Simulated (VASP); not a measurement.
# Au (I4/mmm) in VASP: single point with LDA

Aim: the single point of Au with LDA.

Everything below comes from runs of VASP 6.6.1. Logs are shortened: lines on timing, memory, paths and dates and some standing lists are left out, and cuts for length are marked.

## (1) The cell of the first run

Symmetry: I4/mmm, No. 139, tetragonal system. The conventional cell has a = 4.206 Å, b = 4.206 Å, c = 9.157 Å, α = 90.00°, β = 90.00°, γ = 90.00°. Within 3.9 Å of Au (site symmetry -4m2) lie 8 Au at 2.97 to 3.11 Å. Within 4.3 Å of Au (site symmetry 4/mmm) lie 12 Au at 3.11 to 4.21 Å.

## (2) Single point, LDA

The input, INCAR:

```
PREC     = Accurate       # precision mode
ENCUT    = 520            # plane-wave cutoff, eV
EDIFF    = 1E-7           # SCF threshold, eV
ISMEAR   = 0              # smearing method
SIGMA    = 0.1            # smearing width, eV
LREAL    = F              # projectors in reciprocal space
LASPH    = T              # aspherical terms in the spheres
NELM     = 60             # most SCF steps
ALGO     = Normal         # electronic algorithm
ISIF     = 2              # what is computed and relaxed
LWAVE    = F              # write WAVECAR
LCHARG   = F              # write CHGCAR
GGA      = CA             # functional
NBANDS   = 24             # bands
```

The input, KPOINTS:

```
regular mesh
0
Gamma
  8 8 8
```

The input, POSCAR:

```
Au
1.0
   -2.1031100000      2.1031100000      4.5787370000
    2.1031100000     -2.1031100000      4.5787370000
    2.1031100000      2.1031100000     -4.5787370000
Au
3
Direct
    0.7500000000      0.2500000000      0.5000000000
    0.2500000000      0.7500000000      0.5000000000
    0.5000000000      0.5000000000      0.0000000000
```

Potentials or basis: VASP PAW LDA potentials, release 64 (Au).

The run is started by

```sh
cat potpaw_LDA.64/Au/POTCAR > POTCAR
mpirun -np 1 vasp_std > vasp.out
```

OUTCAR:

```text
PREC = Accurate
   ENCUT = 520
   EDIFF = 1E-7
   ISMEAR = 0
   LREAL = F
   LASPH = T
   NELM = 60
   ISIF = 2
   GGA = CA

 ion  position               nearest neighbor table
   1  0.750  0.250  0.500-   2 2.97   2 2.97   2 2.97   2 2.97   3 3.11   3 3.11   3 3.11   3 3.11

   2  0.250  0.750  0.500-   1 2.97   1 2.97   1 2.97   1 2.97   3 3.11   3 3.11   3 3.11   3 3.11

   3  0.500  0.500  0.000-   2 3.11   1 3.11   1 3.11   2 3.11   1 3.11   2 3.11   2 3.11   1 3.11

  LATTYP: Found a body centered tetragonal cell.
 ALAT       =     4.2062200000
 C/A-ratio  =     2.1771267314

  Lattice vectors:

 A1 = (  -2.1031100000,   2.1031100000,   4.5787370000)
 A2 = (   2.1031100000,  -2.1031100000,   4.5787370000)
 A3 = (   2.1031100000,   2.1031100000,  -4.5787370000)

Analysis of symmetry for initial positions (statically):
=====================================================================
 Subroutine PRICEL returns:
 Original cell was already a primitive cell.

 Routine SETGRP: Setting up the symmetry group for a
 body centered tetragonal supercell.

 Subroutine GETGRP returns: Found 16 space group operations
 (whereof 16 operations were pure point group operations)
 out of a pool of 16 trial point group operations.

The static configuration has the point symmetry D_4h.

Analysis of symmetry for dynamics (positions and initial velocities):
=====================================================================
 Subroutine PRICEL returns:
 Original cell was already a primitive cell.

 Routine SETGRP: Setting up the symmetry group for a
 body centered tetragonal supercell.

 Subroutine GETGRP returns: Found 16 space group operations
 (whereof 16 operations were pure point group operations)
 out of a pool of 16 trial point group operations.

The dynamic configuration has the point symmetry D_4h.

 Subroutine INISYM returns: Found 16 space group operations
 (whereof 16 operations are pure point group operations),
 and found     1 'primitive' translations

----------------------------------------------------------------------------------------

                                     Primitive cell

  volume of cell :      81.0083

  direct lattice vectors                    reciprocal lattice vectors
    -2.103110000  2.103110000  4.578737000     0.000000000  0.237743152  0.109200419
     2.103110000 -2.103110000  4.578737000     0.237743152  0.000000000  0.109200419
     2.103110000  2.103110000 -4.578737000     0.237743152  0.237743152  0.000000000

  length of vectors
     5.459942844  5.459942844  5.459942844     0.261622892  0.261622892  0.336219590

  position of ions in fractional coordinates (direct lattice)
     0.750000000  0.250000000  0.500000000
     0.250000000  0.750000000  0.500000000
     0.500000000  0.500000000  0.000000000

  ion indices of the primitive-cell ions
   primitive index   ion index
                 1           1
                 2           2
                 3           3

----------------------------------------------------------------------------------------

 KPOINTS: regular mesh

Automatic generation of k-mesh.
 Grid dimensions read from file:
 generate k-points for:    8    8    8

 Generating k-lattice:

  Cartesian coordinates                     Fractional coordinates (reciprocal lattice)
     0.000000000  0.029717894  0.013650052     0.125000000  0.000000000  0.000000000
     0.029717894  0.000000000  0.013650052     0.000000000  0.125000000  0.000000000
     0.029717894  0.029717894  0.000000000     0.000000000  0.000000000  0.125000000

  Length of vectors
     0.032702862  0.032702862  0.042027449

  Shift w.r.t. Gamma in fractional coordinates (k-lattice)
     0.000000000  0.000000000  0.000000000

 Subroutine IBZKPT returns following result:
 ===========================================

 Found     59 irreducible k-points:

 Following reciprocal coordinates:
            Coordinates               Weight
  0.000000  0.000000  0.000000      1.000000
  0.125000  0.000000 -0.000000      8.000000
  0.250000  0.000000 -0.000000      8.000000
  0.375000  0.000000 -0.000000      8.000000
  0.500000  0.000000 -0.000000      4.000000
  0.125000  0.125000 -0.000000      8.000000
[... 16 lines left out ...]
  0.250000  0.125000  0.125000     16.000000
  0.375000  0.125000  0.125000      8.000000
 [... further k-points ...]
   k-points           NKPTS =     59   k-points in BZ     NKDIM =     59   number of bands    NBANDS=     24
   number of dos      NEDOS =    301   number of ions     NIONS =      3
   total plane-waves  NPLWV =  74088
   dimension x,y,z NGX =    42 NGY =   42 NGZ =   42
   dimension x,y,z NGXF=    84 NGYF=   84 NGZF=   84
   ions per type =               3
   NGX,Y,Z   is equivalent  to a cutoff of  12.79, 12.79, 12.79 a.u.
   NGXF,Y,Z  is equivalent  to a cutoff of  25.58, 25.58, 25.58 a.u.
 SYSTEM =  unknown system
   PREC   = accura    normal or accurate (medium, high low for compatibility)
   ISTART =      0    job   : 0-new  1-cont  2-samecut
   ICHARG =      2    charge: 1-file 2-atom 10-const
   ISPIN  =      1    spin polarized calculation?
   LNONCOLLINEAR =      F non collinear calculations
   LSORBIT =      F    spin-orbit coupling
   LASPH  =      T    aspherical Exc in radial PAW
   ENCUT  =  520.0 eV  38.22 Ry    6.18 a.u.  10.15 10.15 10.15*2*pi/ulx,y,z
   NELM   =     60;   NELMIN=  2; NELMDL= -5     # of ELM steps
   EDIFF  = 0.1E-06   stopping-criterion for ELM
   LREAL  =      F    real-space projection
   EDIFFG = 0.1E-05   stopping-criterion for IOM
   NSW    =      0    number of steps for IOM
   IBRION =     -1    ionic relax: 0-MD 1-quasi-New 2-CG
   NFREE  =      0    steps in history (QN), initial steepest desc. (CG)
   ISIF   =      2    stress and relaxation
   ISYM   =      2    0-nonsym 1-usesym 2-fastsym
   POTIM  = 0.5000    time-step for ionic-motion
   TEBEG  =    0.0;   TEEND  =   0.0 temperature during run
   PSTRESS=    0.0 pullay stress
   NELECT =      33.0000    total number of electrons
   NUPDOWN=      -1.0000    fix difference up-down
   EMIN   =  10.00;   EMAX   =-10.00  energy-range for DOS
   EFERMI =   0.00;   METHOD = LEGACY
   ISMEAR =     0;   SIGMA  =   0.10  broadening in eV -4-tet -1-fermi 0-gaus
   EFERMI_NEDOS =   21; number of points for ismear=-14 and -15
   IALGO  =     38    algorithm
   IMIX   =      4    mixing-type and parameters
     AMIX     =   0.40;   BMIX     =  1.00
     AMIX_MAG =   1.60;   BMIX_MAG =  1.00
  volume/ion in A,a.u.               =      27.00       182.22
  Fermi-wavevector in a.u.,A,eV,Ry     =   1.213583  2.293340 20.038448  1.472784
  Thomas-Fermi vector in A             =   2.349031
   LORBIT       =      0    0 simple, 1 ext, 2 COOP (PROOUT), +10 PAW based schemes
   GGA     = CA    functional components
   LHFCALC =     F    Hartree Fock is set to
   AEXX    =    0.0000 exact exchange contribution
   IVDW    =     0    specifies the selected vdW correction
   LEPSILON=     F    determine dielectric tensor
   LRPA    =     F    only Hartree local field effects (RPA)
 non-spin polarized calculation
 Gauss-broadening in eV      SIGMA  =   0.10
  energy-cutoff  :      520.00
  volume of cell :       81.01
 maximum number of plane-waves:      2197
 NGX is ok and might be reduce to    42
   NGX = 21   NGY = 21   NGZ = 21

 number of electron      33.0000001 magnetization

 Free energy of the ion-electron system (eV)
  ---------------------------------------------------
  ext. energy  EPLUGINS =         0.00000000
  ---------------------------------------------------
  free energy    TOTEN  =       -10.81289019 eV

  energy without entropy =      -10.80702009  energy(sigma->0) =      -10.80995514

 E-fermi :   3.0422     XC(G=0): -10.2615

 val. band max:        3.0018228467   @ k =   0.3750   0.2500  -0.0000
 cond. band min:       3.0612883317   @ k =  -0.2500  -0.3750   0.1250
 fundamental gap:      0.0594654850
 Fermi energy:         3.0421961889

 k-point     1 :       0.0000    0.0000    0.0000
  band No.  band energies     occupation
      1      -3.2550      2.00000
      2      -1.3188      2.00000
      3      -1.1244      2.00000
      4      -0.9257      2.00000
      5      -0.2058      2.00000
      6      -0.2058      2.00000
[... 16 lines left out ...]
     23      11.5353      0.00000
     24      12.0105      0.00000

 k-point     2 :       0.1250    0.0000   -0.0000
  band No.  band energies     occupation
      1      -3.0755      2.00000
      2      -1.2352      2.00000
      3      -1.0513      2.00000
      4      -0.8418      2.00000
      5      -0.3143      2.00000
      6      -0.2850      2.00000
[... 16 lines left out ...]
     23      11.7667      0.00000
     24      12.4256      0.00000

 k-point     3 :       0.2500    0.0000   -0.0000
  band No.  band energies     occupation
      1      -2.5651      2.00000
      2      -0.9910      2.00000
      3      -0.8584      2.00000
      4      -0.6332      2.00000
      5      -0.4194      2.00000
      6      -0.3921      2.00000
[... 16 lines left out ...]
     23      12.3568      0.00000
     24      12.9623      0.00000

 k-point     4 :       0.3750    0.0000   -0.0000
  band No.  band energies     occupation
      1      -1.8623      2.00000
      2      -0.6611      2.00000
      3      -0.6427      2.00000
      4      -0.4683      2.00000
      5      -0.4163      2.00000
      6      -0.2964      2.00000
[... 16 lines left out ...]
     23      12.7019      0.00000
     24      13.3598      0.00000

 k-point     5 :       0.5000    0.0000   -0.0000
  band No.  band energies     occupation
      1      -1.4554      2.00000
      2      -0.5968      2.00000
      3      -0.5509      2.00000
      4      -0.3299      2.00000
      5      -0.1443      2.00000
      6      -0.0726      2.00000
[... 16 lines left out ...]
     23      12.5676      0.00000
     24      13.6846      0.00000

 k-point     6 :       0.1250    0.1250   -0.0000
  band No.  band energies     occupation
      1      -2.8586      2.00000
      2      -1.1585      2.00000
      3      -1.0065      2.00000
      4      -0.7255      2.00000
      5      -0.4965      2.00000
      6      -0.3752      2.00000
[... 16 lines left out ...]
     23      11.7543      0.00000
     24      13.1949      0.00000
[... 379 lines left out ...]
 k-point    21 :       0.5000    0.5000   -0.0000
  band No.  band energies     occupation
      1      -1.4834      2.00000
      2      -1.2759      2.00000
      3      -1.1737      2.00000
      4      -0.4473      2.00000
      5      -0.1315      2.00000
      6      -0.0428      2.00000
[... 16 lines left out ...]
     23      12.0613      0.00000
     24      12.5665      0.00000

 k-point    22 :       0.1250    0.1250    0.1250
  band No.  band energies     occupation
      1      -2.1604      2.00000
      2      -0.9126      2.00000
      3      -0.6172      2.00000
      4      -0.4751      2.00000
      5      -0.4568      2.00000
      6      -0.2613      2.00000
[... 16 lines left out ...]
     23      11.3224      0.00000
     24      15.2616      0.00000

 k-point    23 :       0.2500    0.1250    0.1250
  band No.  band energies     occupation
      1      -1.7043      2.00000
      2      -0.9664      2.00000
      3      -0.7338      2.00000
      4      -0.5454      2.00000
      5      -0.2702      2.00000
      6      -0.0121      2.00000
[... 16 lines left out ...]
     23      12.7572      0.00000
     24      14.0438      0.00000

 k-point    24 :       0.3750    0.1250    0.1250
  band No.  band energies     occupation
      1      -1.3834      2.00000
      2      -1.0740      2.00000
      3      -0.8835      2.00000
      4      -0.5714      2.00000
      5      -0.2881      2.00000
      6       0.0701      2.00000
[... 16 lines left out ...]
     23      12.8586      0.00000
     24      14.1092      0.00000

 [... further k-points ...]

------------------------ aborting loop because EDIFF is reached ----------------------------------------

  FORCE on cell =-STRESS in cart. coord.  units (eV):
  Direction    XX          YY          ZZ          XY          YZ          ZX
  --------------------------------------------------------------------------------------
  -------------------------------------------------------------------------------------
  Total       -9.1489826     -9.1489826     -9.6039908      0.0000000     -0.0000000      0.0000000
  in kB     -180.9479700   -180.9479700   -189.9470921      0.0000000     -0.0000000      0.0000000
  external PRESSURE =    -183.9476773 kB  Pullay stress =       0.0000000 kB

 VOLUME and BASIS-vectors are now :
 -----------------------------------------------------------------------------
  energy-cutoff  :      520.00
  volume of cell :       81.01
      direct lattice vectors                 reciprocal lattice vectors
    -2.103110000  2.103110000  4.578737000     0.000000000  0.237743152  0.109200419
     2.103110000 -2.103110000  4.578737000     0.237743152  0.000000000  0.109200419
     2.103110000  2.103110000 -4.578737000     0.237743152  0.237743152  0.000000000

 POSITION                                       TOTAL-FORCE (eV/Angst)
 -----------------------------------------------------------------------------------
      0.00000      2.10311      2.28937        -0.000000     -0.000000     -0.000000
      2.10311      0.00000      2.28937         0.000000      0.000000      0.000000
      0.00000      0.00000      4.57874         0.000000      0.000000     -0.000000
 -----------------------------------------------------------------------------------
    total drift:                               -0.000000      0.000000      0.000000

  FREE ENERGIE OF THE ION-ELECTRON SYSTEM (eV)
  ---------------------------------------------------
  free  energy   TOTEN  =       -10.8128901896 eV

  energy  without entropy=      -10.8070200924  energy(sigma->0) =      -10.80995514
```

Run time: 2.2 min. Hardware: 1 thread of Intel Xeon Platinum 8488C (Sapphire Rapids), shared host; peak memory 0.25 GiB.

Results:

```
Free energy            : -10.8129 eV
Pressure               : -18.4 GPa
Band gap on the k mesh : zero (an odd number of electrons rules out a gap without spin polarisation)
```

Stress tensor (GPa, compression positive):
```
-18.09   0.00   0.00
  0.00 -18.09   0.00
  0.00   0.00 -18.99
```

Levels at points of the mesh, in eV from the Fermi level:
```
           k point  band 14  band 15  band 16  band 17  band 18  band 19
(0.00, 0.00, 0.00)    -1.54    -1.49    -0.78     2.65     3.91     5.45
(0.50, 0.00, 0.00)    -2.05    -1.89    -1.34    -0.89     2.62     3.25
(0.50, 0.50, 0.00)    -1.40    -1.18    -0.18     0.99     1.17     2.34
(0.50, 0.50, 0.50)    -1.36    -1.36    -1.18    -0.78     3.78     3.78
```

Caveat: the cell stands under tension; spin-orbit coupling is left out, which moves the levels of the heavy elements.
